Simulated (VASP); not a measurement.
# Er3RuC (P4/mmm) in VASP: notebook, part 3 of 3

VASP 6.6.1. Earlier steps stand in the parts before.

### 4 Relaxation of cell and atoms, PBE

INCAR

```
SYSTEM = Er3RuC
PREC = Accurate ; ENCUT = 600
EDIFF = 1E-7 ; ISMEAR = 0
SIGMA = 0.1 ; LREAL = .FALSE.
LASPH = .TRUE. ; NELM = 200
ALGO = Normal ; ISIF = 3
LWAVE = .FALSE. ; LCHARG = .FALSE.
GGA = PE ; IBRION = 2
NSW = 90 ; EDIFFG = -0.04
GGA_COMPAT = .FALSE. ; NELMIN = 4
LMAXMIX = 6
```

KPOINTS

```
regular mesh
0
G
  4 4 4
  0 0 0
```

POSCAR

```
Er3RuC
1.0
    4.6720504800      0.0000000000      0.0000000000
    0.0000000000      4.6720504800      0.0000000000
    0.0000000000      0.0000000000      4.7478476300
Er Ru C
3 1 1
Direct
    0.0000000000      0.5000000000      0.5000000000
    0.5000000000      0.0000000000      0.5000000000
    0.5000000000      0.5000000000      0.0000000000
    0.0000000000      0.0000000000      0.5000000000
    0.5000000000      0.5000000000      0.5000000000
```

Potentials or basis: VASP PAW PBE potentials, release 64 (Er_3, Ru_pv, C), 4f in core.

Launch:

```console
$ cat potpaw_PBE.64/Er_3/POTCAR potpaw_PBE.64/Ru_pv/POTCAR potpaw_PBE.64/C/POTCAR > POTCAR
$ mpirun -np 1 vasp_std > vasp.out
```

OUTCAR:

```text
SYSTEM = Er3RuC
   PREC = Accurate
   ENCUT = 600
   EDIFF = 1E-7
   ISMEAR = 0
   LREAL = .FALSE.
   LASPH = .TRUE.
   NELM = 200
   ISIF = 3
   GGA = PE
   IBRION = 2
   NSW = 90
   EDIFFG = -0.04
   NELMIN = 4

 ion  position               nearest neighbor table
   1  0.000  0.500  0.500-   4 2.34   5 2.34   4 2.34   5 2.34   2 3.30   2 3.30   2 3.30   2 3.30
                             3 3.33   3 3.33   3 3.33   3 3.33
   2  0.500  0.000  0.500-   4 2.34   5 2.34   5 2.34   4 2.34   1 3.30   1 3.30   1 3.30   1 3.30
                             3 3.33   3 3.33   3 3.33   3 3.33
   3  0.500  0.500  0.000-   5 2.37   5 2.37   1 3.33   1 3.33   2 3.33   2 3.33   2 3.33   2 3.33
                             1 3.33   1 3.33
   4  0.000  0.000  0.500-   1 2.34   2 2.34   1 2.34   2 2.34
   5  0.500  0.500  0.500-   1 2.34   2 2.34   2 2.34   1 2.34   3 2.37   3 2.37

  LATTYP: Found a simple tetragonal cell.
 ALAT       =     4.6720504800
 C/A-ratio  =     1.0162235298

  Lattice vectors:

 A1 = (   4.6720504800,   0.0000000000,   0.0000000000)
 A2 = (   0.0000000000,   4.6720504800,   0.0000000000)
 A3 = (   0.0000000000,   0.0000000000,   4.7478476300)

Analysis of symmetry for initial positions (statically):
=====================================================================
 Subroutine PRICEL returns:
 Original cell was already a primitive cell.

 Routine SETGRP: Setting up the symmetry group for a
 simple tetragonal supercell.

 Subroutine GETGRP returns: Found 16 space group operations
 (whereof 16 operations were pure point group operations)
 out of a pool of 16 trial point group operations.

The static configuration has the point symmetry D_4h.

Analysis of symmetry for dynamics (positions and initial velocities):
=====================================================================
 Subroutine PRICEL returns:
 Original cell was already a primitive cell.

 Routine SETGRP: Setting up the symmetry group for a
 simple tetragonal supercell.

 Subroutine GETGRP returns: Found 16 space group operations
 (whereof 16 operations were pure point group operations)
 out of a pool of 16 trial point group operations.

The dynamic configuration has the point symmetry D_4h.

[... 102 lines left out ...]
   NFREE  =      1    steps in history (QN), initial steepest desc. (CG)
   ISIF   =      3    stress and relaxation
   ISYM   =      2    0-nonsym 1-usesym 2-fastsym
   POTIM  = 0.5000    time-step for ionic-motion
   TEBEG  =    0.0;   TEEND  =   0.0 temperature during run
   PSTRESS=    0.0 pullay stress
   NELECT =      45.0000    total number of electrons
   NUPDOWN=      -1.0000    fix difference up-down
   EMIN   =  10.00;   EMAX   =-10.00  energy-range for DOS
   EFERMI =   0.00;   METHOD = LEGACY
   ISMEAR =     0;   SIGMA  =   0.10  broadening in eV -4-tet -1-fermi 0-gaus
   EFERMI_NEDOS =   21; number of points for ismear=-14 and -15
   IALGO  =     38    algorithm
   IMIX   =      4    mixing-type and parameters
     AMIX     =   0.40;   BMIX     =  1.00
     AMIX_MAG =   1.60;   BMIX_MAG =  1.00
  volume/ion in A,a.u.               =      20.73       139.87
  Fermi-wavevector in a.u.,A,eV,Ry     =   1.239677  2.342649 20.909406  1.536798
  Thomas-Fermi vector in A             =   2.374150
   LORBIT       =      0    0 simple, 1 ext, 2 COOP (PROOUT), +10 PAW based schemes
   GGA     = PE    functional components
   LHFCALC =     F    Hartree Fock is set to
   AEXX    =    0.0000 exact exchange contribution
   IVDW    =     0    specifies the selected vdW correction
   LEPSILON=     F    determine dielectric tensor
   LRPA    =     F    only Hartree local field effects (RPA)
 conjugate gradient relaxation of ions
 non-spin polarized calculation
 Gauss-broadening in eV      SIGMA  =   0.10
  energy-cutoff  :      600.00
  volume of cell :      103.64
 maximum number of plane-waves:      3480
 NGX is ok and might be reduce to    40
   NGX = 19   NGY = 19   NGZ = 19

--------------------------------------- Ionic step        1  -------------------------------------------

 number of electron      45.0000000 magnetization

 Free energy of the ion-electron system (eV)
  ---------------------------------------------------
  ext. energy  EPLUGINS =         0.00000000
  ---------------------------------------------------
  free energy    TOTEN  =       -28.02618466 eV

  energy without entropy =      -28.00754653  energy(sigma->0) =      -28.01686559

 E-fermi :   4.3783     XC(G=0): -10.6167

 val. band max:        4.3597421774   @ k =   0.2500   0.0000   0.2500
 cond. band min:       4.4899997247   @ k =   0.5000   0.0000   0.0000
 fundamental gap:      0.1302575473
 Fermi energy:         4.3783293198

 k-point     1 :       0.0000    0.0000    0.0000
  band No.  band energies     occupation
      1     -37.9675      2.00000
      2     -37.9675      2.00000
      3     -37.3545      2.00000
      4     -20.5153      2.00000
      5     -20.5153      2.00000
      6     -20.3031      2.00000
[... 801 lines left out ...]
--------------------------------------- Ionic step        8  -------------------------------------------

 number of electron      45.0000008 magnetization

 Free energy of the ion-electron system (eV)
  ---------------------------------------------------
  ext. energy  EPLUGINS =         0.00000000
  ---------------------------------------------------
  free energy    TOTEN  =       -29.89424107 eV

  energy without entropy =      -29.86846101  energy(sigma->0) =      -29.88135104

 E-fermi :   3.1518     XC(G=0):  -9.8079

 val. band max:        3.1096238939   @ k =   0.5000   0.2500   0.2500
 cond. band min:       3.2076532942   @ k =   0.2500   0.0000   0.2500
 fundamental gap:      0.0980294003
 Fermi energy:         3.1517833498

 k-point     1 :       0.0000    0.0000    0.0000
  band No.  band energies     occupation
      1     -38.3709      2.00000
      2     -38.3709      2.00000
      3     -38.1984      2.00000
      4     -21.8138      2.00000
      5     -21.8138      2.00000
      6     -21.4816      2.00000
[... 561 lines left out ...]
  FREE ENERGIE OF THE ION-ELECTRON SYSTEM (eV)
  ---------------------------------------------------
  free  energy   TOTEN  =       -29.8942410672 eV

  energy  without entropy=      -29.8684610142  energy(sigma->0) =      -29.88135104

 reached required accuracy - stopping structural energy minimisation
```

CONTCAR:

```text
Er3RuC
   1.00000000000000
     5.1708408953212786   -0.0000000000000000    0.0000000000000000
     0.0000000000000000    5.1708408953212786    0.0000000000000000
     0.0000000000000000   -0.0000000000000000    4.7058089523789839
  Er              Ru              C
     3     1     1
Direct
     0.0000000000000000    0.5000000000000000    0.5000000000000000
     0.5000000000000000    0.0000000000000000    0.5000000000000000
     0.5000000000000000    0.5000000000000000    0.0000000000000000
     0.0000000000000000    0.0000000000000000    0.5000000000000000
     0.5000000000000000    0.5000000000000000    0.5000000000000000

  0.00000000E+00  0.00000000E+00  0.00000000E+00
  0.00000000E+00  0.00000000E+00  0.00000000E+00
  0.00000000E+00  0.00000000E+00  0.00000000E+00
  0.00000000E+00  0.00000000E+00  0.00000000E+00
  0.00000000E+00  0.00000000E+00  0.00000000E+00
```

Wall time 5.1 min (1 thread of Intel Xeon 6975P-C (Granite Rapids), shared host); peak memory 0.29 GiB.

What came out:

```yaml
Free_energy: -29.8942 eV
Relaxed_volume: 25.16 Å³/atom
Relaxed_cell: a = 5.171 Å, b = 5.171 Å, c = 4.706 Å, α = 90.00°, β = 90.00°, γ = 90.00°
Space_group_after_relaxing_to_0.1_Å: P4/mmm (No. 123)
Energy_gained_by_relaxing: 373.6 meV/atom
Ionic_steps: 8
Pressure_after_relaxing: -0.1 GPa
Band_gap_on_the_k_mesh: zero (an odd number of electrons rules out a gap without spin polarisation)
```

The path:
| step | energy change (eV) | largest force (eV/Å) | pressure (GPa) | volume (Å³) |
| --- | --- | --- | --- | --- |
| 1 | 0.0000 | 0.0000 | 24.20 | 103.64 |
| 2 | -0.5917 | 0.0000 | -10.23 | 156.84 |
| 3 | -1.8402 | 0.0000 | -1.02 | 128.22 |
| 4 | -1.8409 | 0.0000 | -0.73 | 127.69 |
| 5 | -1.8654 | 0.0000 | -0.08 | 126.02 |
| 6 | -1.8678 | 0.0000 | 0.20 | 125.33 |
| 7 | -1.8678 | 0.0000 | 0.22 | 125.28 |
| 8 | -1.8681 | 0.0000 | -0.11 | 125.82 |

Final structure:
```
Er Ru C
1.0
     5.17084    0.00000    0.00000
     0.00000    5.17084    0.00000
     0.00000    0.00000    4.70581
Er Ru C
3 1 1
Cartesian
  0.0000 2.5854 2.3529
  2.5854 0.0000 2.3529
  2.5854 2.5854 0.0000
  0.0000 0.0000 2.3529
  2.5854 2.5854 2.3529
```

Levels at points of the mesh, in eV from the Fermi level:
| k point | band 18 | band 19 | band 20 | band 21 | band 22 | band 23 | band 24 | band 25 | band 26 | band 27 |
| --- | --- | --- | --- | --- | --- | --- | --- | --- | --- | --- |
| (0.00, 0.00, 0.00) | -1.79 | -1.79 | -0.66 | -0.66 | -0.65 | 0.06 | 0.81 | 0.81 | 0.82 | 2.32 |
| (0.50, 0.00, 0.00) | -1.59 | -1.31 | -1.16 | -0.05 | 0.08 | 0.17 | 0.36 | 0.46 | 0.88 | 1.51 |
| (0.50, 0.50, 0.00) | -0.92 | -0.90 | -0.90 | -0.41 | -0.14 | -0.14 | -0.14 | 1.03 | 1.46 | 1.77 |
| (0.00, 0.00, 0.50) | -2.00 | -2.00 | -1.46 | -1.46 | -1.20 | -0.24 | 0.87 | 2.01 | 2.01 | 2.37 |
| (0.50, 0.00, 0.50) | -1.98 | -1.28 | -0.66 | -0.43 | -0.31 | 0.56 | 0.70 | 1.38 | 1.40 | 1.56 |
| (0.50, 0.50, 0.50) | -1.22 | -1.20 | -1.17 | -0.40 | -0.23 | 0.70 | 0.90 | 1.40 | 1.40 | 1.49 |

Caveat: the volume moved by over 15 % at a fixed basis, so the end points are rough; spin-orbit coupling is left out, which moves the levels of the heavy elements; the 4f electrons are frozen in the core, so they carry no moment and show no levels. Spin polarisation is off, so any magnetic state and its effect on volume and gap are missing.

### 5 Summary

```tsv
task	cell	gap on the mesh (eV)	pressure (GPa)
single point	a = 4.672, b = 4.672, c = 4.748 Å, 5 atoms	none	24.2
single point	a = 5.138, b = 5.138, c = 4.688 Å, 5 atoms	none	1.1
relaxation of cell and atoms	relaxed from a = 4.672, b = 4.672, c = 4.748 Å, 5 atoms	none	-0.1
```

Alike in all rows: level PBE; potentials or basis VASP PAW PBE potentials, release 64 (Er_3, Ru_pv, C), 4f in core; no spin polarisation; k mesh 4 × 4 × 4; cutoff (eV) 600; smearing gaussian 0.1 eV.

Caveats: spin-orbit coupling is left out, which moves the levels of the heavy elements; the 4f electrons are frozen in the core, so they carry no moment and show no levels; the stress differs along the axes, from 6 to 33 GPa (at least some runs); the volume moved by over 15 % at a fixed basis, so the end points are rough (at least some runs).

Total energies depend on the potentials used, so only differences within one code and one set of settings carry meaning.

The gap in the log of VASP goes by the Fermi energy; the results here count the filled bands.